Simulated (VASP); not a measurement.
# Ti6C in VASP: relaxation of the atoms with PBE

Aim: the relaxation of the atoms of Ti6C with PBE.

Program: VASP 6.6.1. These are calculated values, not measurements. Logs are shortened: lines on timing, memory, paths and dates and some standing lists are left out, and cuts for length are marked.

### Step 1. The cell of the first run

The cell holds a slab with vacuum, 7 atoms: a = 2.832 Å, b = 4.579 Å, c = 22.051 Å, α = 90.00°, β = 90.00°, γ = 90.00°.

### Step 2. Relaxation of the atoms, PBE

Contents of INCAR:

```
SYSTEM = Ti6C
ALGO = Normal
DIPOL = 0.5 0.5 0.360
EDIFF = 1E-7
EDIFFG = -0.025
ENCUT = 520
GGA = PE
GGA_COMPAT = .False.
IBRION = 2
IDIPOL = 3
ISIF = 2
ISMEAR = 0
KPAR = 4
LASPH = .True.
LCHARG = .False.
LDIPOL = .True.
LREAL = .False.
LWAVE = .False.
NELM = 120
NELMDL = -8
NELMIN = 4
NSW = 36
PREC = Accurate
SIGMA = 0.1
```

Contents of KPOINTS:

```
k-points
0
Gamma
  9 6 1
  0 0 0
```

Contents of POSCAR:

```
Ti6C
1.0
    2.8319727860      0.0000000000      0.0000000000
    0.0000000000      4.5793473380      0.0000000000
    0.0000000000      0.0000000000     22.0506909065
Ti C
6 1
Selective dynamics
Direct
    0.5000000000      0.0000000000      0.1814002118  F F F
    0.0000000000      0.5000000000      0.2413504290  F F F
    0.5000000000      0.0000000000      0.3013006462  F F F
    0.5000000000      0.5000000000      0.3625816208  F F F
    0.0000000000      0.0000000000      0.4208167734  F F F
    0.5000000000      0.5000000000      0.4784743912  F F F
    1.0000000000      0.7000000000      0.5310804526  F F T
```

Potentials or basis: VASP PAW PBE potentials, release 64 (Ti_sv, C).

The run is started by

```sh
$ cat potpaw_PBE.64/Ti_sv/POTCAR potpaw_PBE.64/C/POTCAR > POTCAR
$ mpirun -np 4 vasp_std > vasp.out
```

OUTCAR:

```text
SYSTEM = Ti6C
   EDIFF = 1E-7
   EDIFFG = -0.025
   ENCUT = 520
   GGA = PE
   IBRION = 2
   ISIF = 2
   ISMEAR = 0
   LASPH = .True.
   LREAL = .False.
   NELM = 120
   NELMDL = -8
   NELMIN = 4
   NSW = 36
   PREC = Accurate

 ion  position               nearest neighbor table
   1  0.500  0.000  0.181-   3 2.64
   2  0.000  0.500  0.241-
   3  0.500  0.000  0.301-   1 2.64   4 2.66   4 2.66
   4  0.500  0.500  0.363-   6 2.56   3 2.66   3 2.66
   5  0.000  0.000  0.421-
   6  0.500  0.500  0.478-   7 2.05   7 2.05   4 2.56
   7  0.000  0.700  0.531-   6 2.05   6 2.05

  LATTYP: Found a simple orthorhombic cell.
 ALAT       =     2.8319727860
 B/A-ratio  =     1.6170167173
 C/A-ratio  =     7.7863357358

  Lattice vectors:

 A1 = (   2.8319727860,   0.0000000000,   0.0000000000)
 A2 = (   0.0000000000,   4.5793473380,   0.0000000000)
 A3 = (   0.0000000000,   0.0000000000,  22.0506909065)

Analysis of symmetry for initial positions (statically):
=====================================================================
 Subroutine PRICEL returns:
 Original cell was already a primitive cell.

 Routine SETGRP: Setting up the symmetry group for a
 simple orthorhombic supercell.

 Subroutine GETGRP returns: Found  2 space group operations
 (whereof  2 operations were pure point group operations)
 out of a pool of  8 trial point group operations.

The static configuration has the point symmetry C_1h.

Analysis of symmetry for dynamics (positions and initial velocities):
=====================================================================
 Subroutine PRICEL returns:
 Original cell was already a primitive cell.

 Routine SETGRP: Setting up the symmetry group for a
 simple orthorhombic supercell.

 Subroutine GETGRP returns: Found  2 space group operations
 (whereof  2 operations were pure point group operations)
 out of a pool of  8 trial point group operations.

The dynamic configuration has the point symmetry C_1h.

Analysis of constrained symmetry for selective dynamics:
=====================================================================
 Subroutine PRICEL returns:
 Original cell was already a primitive cell.

 Routine SETGRP: Setting up the symmetry group for a
 simple orthorhombic supercell.

 Subroutine GETGRP returns: Found  2 space group operations
 (whereof  2 operations were pure point group operations)
 out of a pool of  8 trial point group operations.

The constrained configuration has the point symmetry C_1h.

 Subroutine INISYM returns: Found  2 space group operations
 (whereof  2 operations are pure point group operations),
 and found     1 'primitive' translations

----------------------------------------------------------------------------------------

                                     Primitive cell

  volume of cell :     285.9663

  direct lattice vectors                    reciprocal lattice vectors
     2.831972786  0.000000000  0.000000000     0.353110738  0.000000000  0.000000000
     0.000000000  4.579347338  0.000000000     0.000000000  0.218371730  0.000000000
     0.000000000  0.000000000 22.050690907     0.000000000  0.000000000  0.045350053

  length of vectors
     2.831972786  4.579347338 22.050690907     0.353110738  0.218371730  0.045350053

  position of ions in fractional coordinates (direct lattice)
     0.500000000  0.000000000  0.181400212
     0.000000000  0.500000000  0.241350429
     0.500000000  0.000000000  0.301300646
     0.500000000  0.500000000  0.362581621
     0.000000000  0.000000000  0.420816773
     0.500000000  0.500000000  0.478474391
     0.000000000  0.700000000  0.531080453

  ion indices of the primitive-cell ions
   primitive index   ion index
                 1           1
                 2           2
                 3           3
                 4           4
                 5           5
                 6           6
                 7           7

----------------------------------------------------------------------------------------

 KPOINTS: k-points

Automatic generation of k-mesh.
 Grid dimensions read from file:
 generate k-points for:    9    6    1

 Generating k-lattice:

  Cartesian coordinates                     Fractional coordinates (reciprocal lattice)
     0.039234526  0.000000000  0.000000000     0.111111111  0.000000000  0.000000000
     0.000000000  0.036395288  0.000000000     0.000000000  0.166666667  0.000000000
     0.000000000  0.000000000  0.045350053     0.000000000  0.000000000  1.000000000

  Length of vectors
     0.039234526  0.036395288  0.045350053

  Shift w.r.t. Gamma in fractional coordinates (k-lattice)
     0.000000000  0.000000000  0.000000000

 Subroutine IBZKPT returns following result:
 ===========================================

 Found     20 irreducible k-points:

 Following reciprocal coordinates:
            Coordinates               Weight
  0.000000  0.000000  0.000000      1.000000
  0.111111  0.000000  0.000000      2.000000
  0.222222  0.000000  0.000000      2.000000
  0.333333  0.000000  0.000000      2.000000
  0.444444  0.000000  0.000000      2.000000
  0.000000  0.166667  0.000000      2.000000
[... 12 lines left out ...]
  0.333333  0.500000  0.000000      2.000000
  0.444444  0.500000  0.000000      2.000000
   k-points           NKPTS =     20   k-points in BZ     NKDIM =     20   number of bands    NBANDS=     45
   number of dos      NEDOS =    301   number of ions     NIONS =      7
   total plane-waves  NPLWV = 145152
   dimension x,y,z NGX =    24 NGY =   36 NGZ =  168
   dimension x,y,z NGXF=    48 NGYF=   72 NGZF=  336
   ions per type =               6   1
   NGX,Y,Z   is equivalent  to a cutoff of  14.09, 13.07, 12.67 a.u.
   NGXF,Y,Z  is equivalent  to a cutoff of  28.18, 26.14, 25.33 a.u.
 SYSTEM =  Ti6C
   PREC   = accura    normal or accurate (medium, high low for compatibility)
   ISTART =      0    job   : 0-new  1-cont  2-samecut
   ICHARG =      2    charge: 1-file 2-atom 10-const
   ISPIN  =      1    spin polarized calculation?
   LNONCOLLINEAR =      F non collinear calculations
   LSORBIT =      F    spin-orbit coupling
   LASPH  =      T    aspherical Exc in radial PAW
   ENCUT  =  520.0 eV  38.22 Ry    6.18 a.u.   5.27  8.51 41.00*2*pi/ulx,y,z
   NELM   =    120;   NELMIN=  4; NELMDL= -8     # of ELM steps
   EDIFF  = 0.1E-06   stopping-criterion for ELM
   LREAL  =      F    real-space projection
   EDIFFG = -.3E-01   stopping-criterion for IOM
   NSW    =     36    number of steps for IOM
   IBRION =      2    ionic relax: 0-MD 1-quasi-New 2-CG
   NFREE  =      1    steps in history (QN), initial steepest desc. (CG)
   ISIF   =      2    stress and relaxation
   ISYM   =      2    0-nonsym 1-usesym 2-fastsym
   POTIM  = 0.5000    time-step for ionic-motion
   TEBEG  =    0.0;   TEEND  =   0.0 temperature during run
   PSTRESS=    0.0 pullay stress
   NELECT =      76.0000    total number of electrons
   NUPDOWN=      -1.0000    fix difference up-down
   EMIN   =  10.00;   EMAX   =-10.00  energy-range for DOS
   EFERMI =   0.00;   METHOD = LEGACY
   ISMEAR =     0;   SIGMA  =   0.10  broadening in eV -4-tet -1-fermi 0-gaus
   EFERMI_NEDOS =   21; number of points for ismear=-14 and -15
   IALGO  =     38    algorithm
   IMIX   =      4    mixing-type and parameters
     AMIX     =   0.40;   BMIX     =  1.00
     AMIX_MAG =   1.60;   BMIX_MAG =  1.00
  volume/ion in A,a.u.               =      40.85       275.69
  Fermi-wavevector in a.u.,A,eV,Ry     =   1.052546  1.989023 15.073256  1.107853
  Thomas-Fermi vector in A             =   2.187633
   LORBIT       =      0    0 simple, 1 ext, 2 COOP (PROOUT), +10 PAW based schemes
   GGA     = PE    functional components
   LHFCALC =     F    Hartree Fock is set to
   AEXX    =    0.0000 exact exchange contribution
   IVDW    =     0    specifies the selected vdW correction
   LEPSILON=     F    determine dielectric tensor
   LRPA    =     F    only Hartree local field effects (RPA)
 conjugate gradient relaxation of ions
 non-spin polarized calculation
 Gauss-broadening in eV      SIGMA  =   0.10
  energy-cutoff  :      520.00
  volume of cell :      285.97
 maximum number of plane-waves:      7748
 NGX is ok and might be reduce to    24
   NGX = 11   NGY = 17   NGZ = 81

 dipolmoment           0.000000      0.000000     -0.047735 electrons x Angstroem

--------------------------------------- Ionic step        1  -------------------------------------------

 number of electron      75.9999999 magnetization

 Free energy of the ion-electron system (eV)
  ---------------------------------------------------
  ext. energy  EPLUGINS =         0.00000000
  ---------------------------------------------------
  free energy    TOTEN  =       -50.41500403 eV

  energy without entropy =      -50.35526126  energy(sigma->0) =      -50.38513264

------------------------ aborting loop because EDIFF is reached ----------------------------------------

  FORCE on cell =-STRESS in cart. coord.  units (eV):
  Direction    XX          YY          ZZ          XY          YZ          ZX
  --------------------------------------------------------------------------------------
  -------------------------------------------------------------------------------------
  Total       -1.8797590     -5.2074960     -2.8023387      0.0000000      0.6174083      0.0000000
  in kB      -10.5316855    -29.1759273    -15.7006034      0.0000000      3.4591403      0.0000000
  external PRESSURE =     -18.4694054 kB  Pullay stress =       0.0000000 kB
[... 108 lines left out ...]
  energy  without entropy=      -50.9453764010  energy(sigma->0) =      -50.96818057

--------------------------------------- Ionic step        4  -------------------------------------------

 number of electron      75.9999998 magnetization

 dipolmoment           0.000000      0.000000      0.148686 electrons x Angstroem

 Free energy of the ion-electron system (eV)
  ---------------------------------------------------
  ext. energy  EPLUGINS =         0.00000000
  ---------------------------------------------------
  free energy    TOTEN  =       -51.01388449 eV

  energy without entropy =      -50.96425360  energy(sigma->0) =      -50.98906904

 E-fermi :   0.4364     XC(G=0):  -5.3238

 val. band max:        0.4299527342   @ k =   0.3333   0.3333   0.0000
 cond. band min:       0.4405959122   @ k =   0.3333   0.5000   0.0000
 fundamental gap:      0.0106431779
 Fermi energy:         0.4364202280

 k-point     1 :       0.0000    0.0000    0.0000
  band No.  band energies     occupation
      1     -56.5153      2.00000
      2     -56.4207      2.00000
      3     -56.2956      2.00000
      4     -56.1326      2.00000
      5     -55.9724      2.00000
      6     -55.5128      2.00000
[... 949 lines left out ...]
     44       1.4382      0.00000
     45       1.6013      0.00000

------------------------ aborting loop because EDIFF is reached ----------------------------------------

 vacuum level on the upper side and lower side of the slab       (xc-potential included)         0.892        -1.171

  FORCE on cell =-STRESS in cart. coord.  units (eV):
  Direction    XX          YY          ZZ          XY          YZ          ZX
  --------------------------------------------------------------------------------------
  -------------------------------------------------------------------------------------
  Total        7.5656872     -3.1175077      0.2578831      0.0000000      3.7585553      0.0000000
  in kB       42.3881148    -17.4663940      1.4448362      0.0000000     21.0579777      0.0000000
  external PRESSURE =       8.7888523 kB  Pullay stress =       0.0000000 kB

 VOLUME and BASIS-vectors are now :
 -----------------------------------------------------------------------------
  energy-cutoff  :      520.00
  volume of cell :      285.97
      direct lattice vectors                 reciprocal lattice vectors
     2.831972786  0.000000000  0.000000000     0.353110738  0.000000000  0.000000000
     0.000000000  4.579347338  0.000000000     0.000000000  0.218371730  0.000000000
     0.000000000  0.000000000 22.050690907     0.000000000  0.000000000  0.045350053
[... 13 lines left out ...]
  FREE ENERGIE OF THE ION-ELECTRON SYSTEM (eV)
  ---------------------------------------------------
  free  energy   TOTEN  =       -51.0138844890 eV

  energy  without entropy=      -50.9642535998  energy(sigma->0) =      -50.98906904

 reached required accuracy - stopping structural energy minimisation

 vacuum level on the upper side and lower side of the slab         5.802         3.687
```

Wall time 6.9 min (4 MPI ranks of Intel Xeon Platinum 8488C (Sapphire Rapids), shared host); peak memory 0.52 GiB.

Results:

- Free energy: -51.0139 eV
- Energy gained by relaxing: 85.6 meV/atom
- Ionic steps: 4
- Band gap on the k mesh: zero (bands 38 and 39 overlap by 0.23 eV)

The path:
| step | energy change (eV) | largest force on free atoms (eV/Å) | pressure (GPa) |
| --- | --- | --- | --- |
| 1 | 0.0000 | 1.9969 | -1.85 |
| 2 | -0.1960 | 2.0222 | -1.45 |
| 3 | -0.5760 | 0.5033 | 0.22 |
| 4 | -0.5989 | 0.0129 | 0.88 |

Final structure:
```xyz
7
Lattice="2.8320 0.0000 0.0000 0.0000 4.5793 0.0000 0.0000 0.0000 22.0507" Properties=species:S:1:pos:R:3 pbc="T T T"
Ti    1.4160    0.0000    4.0000
Ti    0.0000    2.2897    5.3219
Ti    1.4160    0.0000    6.6439
Ti    1.4160    2.2897    7.9952
Ti    0.0000    0.0000    9.2793
Ti    1.4160    2.2897   10.5507
C     0.0000    3.2055   11.2296
```
